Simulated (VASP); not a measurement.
Sb: single point with r2SCAN

Sb:

```xyz
1
Lattice="3.0411 0.0000 0.0000 0.0000 3.0411 0.0000 0.0000 0.0000 3.0411" Properties=species:S:1:pos:R:3 pbc="T T T"
Sb    0.0000    0.0000    0.0000
```

This cell differs from its parent crystal: volume scaled by 0.96.

```json
{
  "Program": "VASP 6.6.1",
  "Task": "single point",
  "Functional": "r2SCAN",
  "Potentials or basis": "VASP PAW PBE potentials, release 64 (Sb)",
  "Cutoff": "520 eV",
  "k mesh": "12 × 12 × 12",
  "Occupations": "fermi-dirac, width 0.1 eV",
  "Spin": "no spin polarisation",
  "Dipole correction": "no",
  "Further INCAR settings": "ALGO = Normal; EDIFF = 1e-07; NBANDS = 8"
}
```

| Quantity | Value |
| --- | --- |
| Pressure | 3.0 GPa |

Levels at points of the mesh, in eV from the Fermi level:
```
           k point  band 1  band 2  band 3  band 4  band 5  band 6  band 7  band 8
(0.00, 0.00, 0.00)  -13.58    3.48    3.48    3.48    7.18    7.18    9.43   18.67
(0.50, 0.00, 0.00)  -10.78   -6.42    5.83    5.83    9.38   11.40   12.05   12.05
(0.50, 0.50, 0.00)   -7.72   -4.18   -4.18    2.14    8.30   13.88   14.06   14.06
(0.50, 0.50, 0.50)   -4.18   -2.05   -2.05   -2.05    4.96    4.96    4.96    7.30
```

Run time: 33 s on 1 thread of Intel Xeon 6975P-C, with other jobs on the host, peak memory 0.15 GiB.

Caveat: the PAW data sets were made with another functional, which shifts forces and pressure a little; spin-orbit coupling is left out, which moves the levels of the heavy elements.
